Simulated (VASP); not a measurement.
# Ta (P6_3/mmc) in VASP: a series of runs, part 2 of 2

VASP 6.6.1. Earlier steps stand in the parts before.

**3. Relaxation of cell and atoms, LDA**

This run uses another cell than the first one, of 17.97 Å³/atom, 1.021 times its volume.

INCAR reads:

```
SYSTEM = Ta
PREC     = Accurate       ! precision mode
ENCUT    = 500            ! plane-wave cutoff, eV
EDIFF    = 1E-7           ! SCF threshold, eV
ISMEAR   = -1             ! smearing method
SIGMA    = 0.05           ! smearing width, eV
LREAL    = .FALSE.        ! projectors in reciprocal space
LASPH    = .TRUE.         ! aspherical terms in the spheres
NELM     = 120            ! most SCF steps
ALGO     = Normal         ! electronic algorithm
ISIF     = 3              ! what is computed and relaxed
LWAVE    = .FALSE.        ! write WAVECAR
LCHARG   = .FALSE.        ! write CHGCAR
GGA      = CA             ! functional
IBRION   = 2              ! ionic algorithm
NSW      = 80             ! ionic steps
EDIFFG   = -0.03          ! ionic threshold
GGA_COMPAT= .FALSE.      
NELMIN   = 4
```

KPOINTS reads:

```
Automatic mesh
0
G
  7 7 4
  0 0 0
```

POSCAR reads:

```
Ta
1.0
    2.9400000000      0.0000000000      0.0000000000
   -1.4700000000      2.5461146871      0.0000000000
    0.0000000000      0.0000000000      4.8010200000
Ta
2
Direct
    0.3333333333      0.6666666667      0.2500000000
    0.6666666667      0.3333333333      0.7500000000
```

Potentials or basis: VASP PAW LDA potentials, release 64 (Ta_pv).

Command:

```
$ cat potpaw_LDA.64/Ta_pv/POTCAR > POTCAR
$ mpirun -np 1 vasp_std > vasp.out
```

OUTCAR:

```text
SYSTEM = Ta
   PREC = Accurate
   ENCUT = 500
   EDIFF = 1E-7
   ISMEAR = -1
   LREAL = .FALSE.
   LASPH = .TRUE.
   NELM = 120
   ISIF = 3
   GGA = CA
   IBRION = 2
   NSW = 80
   EDIFFG = -0.03
   NELMIN = 4

 ion  position               nearest neighbor table
   1  0.333  0.667  0.250-   2 2.94   2 2.94   2 2.94   2 2.94   2 2.94   2 2.94
   2  0.667  0.333  0.750-   1 2.94   1 2.94   1 2.94   1 2.94   1 2.94   1 2.94

  LATTYP: Found a hexagonal cell.
 ALAT       =     2.9400000000
 C/A-ratio  =     1.6330000000

  Lattice vectors:

 A1 = (   2.9400000000,   0.0000000000,   0.0000000000)
 A2 = (  -1.4700000000,   2.5461146871,   0.0000000000)
 A3 = (   0.0000000000,   0.0000000000,   4.8010200000)

Analysis of symmetry for initial positions (statically):
[... 183 lines left out ...]
  Total       -1.4342216     -1.4342216      1.2733113      0.0000000      0.0000000      0.0000000
  in kB      -63.9393232    -63.9393232     56.7657498      0.0000000      0.0000000      0.0000000
  external PRESSURE =     -23.7042989 kB  Pullay stress =       0.0000000 kB
[... 131 lines left out ...]
--------------------------------------- Ionic step        5  -------------------------------------------

 number of electron      21.9999995 magnetization

 Free energy of the ion-electron system (eV)
  ---------------------------------------------------
  ext. energy  EPLUGINS =         0.00000000
  ---------------------------------------------------
  free energy    TOTEN  =       -25.01578985 eV

  energy without entropy =      -24.99282953  energy(sigma->0) =      -25.00430969

 E-fermi :   5.8492     XC(G=0): -12.8483

 val. band max:        5.8103667243   @ k =   0.2857   0.1429   0.5000
 cond. band min:       5.9103418856   @ k =   0.2857   0.0000   0.5000
 fundamental gap:      0.0999751613
 Fermi energy:         5.8491742834

 k-point     1 :       0.0000    0.0000    0.0000
  band No.  band energies     occupation
      1     -28.4569      2.00000
      2     -27.4416      2.00000
      3     -27.3499      2.00000
      4     -27.3499      2.00000
      5     -27.2473      2.00000
      6     -27.2473      2.00000
      7      -2.3802      2.00000
      8       0.8741      2.00000
      9       5.3033      1.99996
     10       6.1732      0.00306
     11       6.4566      0.00001
     12       6.4566      0.00001
     13       7.0718      0.00000
     14       7.0718      0.00000
[... 442 lines left out ...]
  FREE ENERGIE OF THE ION-ELECTRON SYSTEM (eV)
  ---------------------------------------------------
  free  energy   TOTEN  =       -25.0157898494 eV

  energy  without entropy=      -24.9928295330  energy(sigma->0) =      -25.00430969

 reached required accuracy - stopping structural energy minimisation
```

OSZICAR:

```text
N       E                     dE             d eps       ncg     rms          rms(c)
DAV:   1     0.155989079492E+03    0.15599E+03   -0.13178E+04   720   0.149E+03
DAV:   2    -0.226773070289E+02   -0.17867E+03   -0.17754E+03   909   0.383E+02
DAV:   3    -0.259163580932E+02   -0.32391E+01   -0.32003E+01   951   0.503E+01
[... 45 lines left out ...]
DAV:   4    -0.250157321416E+02   -0.26754E-03   -0.26922E-03   797   0.440E-01    0.316E-01
DAV:   5    -0.250157989179E+02   -0.66776E-04   -0.30494E-04   923   0.128E-01    0.395E-02
DAV:   6    -0.250157899488E+02    0.89690E-05   -0.50249E-05   874   0.573E-02    0.166E-02
DAV:   7    -0.250157898763E+02    0.72505E-07   -0.15337E-06   911   0.117E-02    0.746E-03
DAV:   8    -0.250157898494E+02    0.26906E-07   -0.10550E-07   472   0.276E-03
   5 F= -.25015790E+02 E0= -.25004310E+02  d E =-.213762E-01
```

Wall time 60 s (1 thread of Intel Xeon 8259CL, shared host); peak memory 0.15 GiB.

What came out:

| Property | Result |
| --- | --- |
| Free energy | -25.0158 eV |
| Relaxed volume | 17.79 Å³/atom |
| Relaxed cell | a = 2.851 Å, b = 2.851 Å, c = 5.055 Å, α = 90.00°, β = 90.00°, γ = 120.00° |
| Space group after relaxing (to 0.05 Å) | P6_3/mmc (No. 194) |
| Energy gained by relaxing | 37.7 meV/atom |
| Ionic steps | 5 |
| Pressure after relaxing | -0.1 GPa |
| Band gap on the k mesh | zero (band 11 reaches 7.45 eV, above the bottom of band 12 at 5.26 eV) |

The path:
| step | energy change (eV) | largest force (eV/Å) | pressure (GPa) | volume (Å³) |
| --- | --- | --- | --- | --- |
| 1 | 0.0000 | 0.0000 | -2.37 | 35.94 |
| 2 | -0.0509 | 0.0000 | 6.63 | 34.52 |
| 3 | -0.0541 | 0.0000 | 4.78 | 34.80 |
| 4 | -0.0568 | 0.0000 | -3.74 | 36.28 |
| 5 | -0.0755 | 0.0000 | -0.10 | 35.58 |

Final structure:
```
CELL_PARAMETERS angstrom
2.85092 0.00000 0.00000
-1.42546 2.46897 0.00000
0.00000 0.00000 5.05501
ATOMIC_POSITIONS crystal
Ta 0.33333 0.66667 0.25000
Ta 0.66667 0.33333 0.75000
```

Caveat: spin-orbit coupling is left out, which moves the levels of the heavy elements.
